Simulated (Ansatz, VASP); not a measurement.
# One calculation of Bi, two programs

INCAR

```
PREC = Accurate
ENCUT = 600
EDIFF = 1E-6
ISMEAR = -1
SIGMA = 0.05
LREAL = False
LASPH = True
NELM = 100
ALGO = Normal
ISIF = 3
LWAVE = False
LCHARG = False
GGA = PE
IBRION = 2
NSW = 45
EDIFFG = -0.005
```

Contents of KPOINTS:

```
Automatic mesh
0
Gamma
  13 13 13
```

The input POSCAR:

```
Bi
1.0
    3.2739889868      0.0000000000      0.0000000000
    0.0000000000      3.2739889868      0.0000000000
    0.0000000000      0.0000000000      3.2739889868
Bi
1
Direct
    0.0000000000      0.0000000000      0.0000000000
```

Input for Ansatz:

```yaml
crystal:
  lattice:
    - [3.2739889868, 0.0, 0.0]
    - [0.0, 3.2739889868, 0.0]
    - [0.0, 0.0, 3.2739889868]
  atoms:
    - { symbol: Bi, position: [0.0, 0.0, 0.0] }
kpoints:
  mp_grid: { grid: [13, 13, 13] }
scf:
  occupations: { method: fermi_dirac, width: 0.05 }
hamiltonian:
  xc: pbe
  pseudopotentials:
    kind: all_electron
    lapw: { basis_error: 0.0005 }
    relativity: none
output:
  forces: true
  stress: true
  eigenvalues: true
  populations: true
relax:
  f_tol: 0.005
  max_steps: 25
  cell: {}
```

Alike in both runs: task relaxation of cell and atoms; functional PBE; k mesh 13 × 13 × 13; occupations fermi-dirac, width 0.05 eV; no spin polarisation.

|  | VASP | Ansatz |
| --- | --- | --- |
| version | VASP 6.6.1 | Ansatz 0.2.0 |
| potentials or method | VASP PAW PBE potentials, release 64 (Bi_d), cutoff 600 eV | all-electron LAPW, non-relativistic |

```csv
,VASP,Ansatz,Ansatz less VASP
relaxed volume (Å³/atom),35.09,36.25,+1.155
relaxed cell length with the largest relative difference (Å),3.274,3.310,+0.0355
```

Ansatz ran all-electron here, and VASP with PAW potentials.

Neither program's run includes spin-orbit coupling. Noted on VASP's run: the relaxation stopped at its first step, so nothing moved.
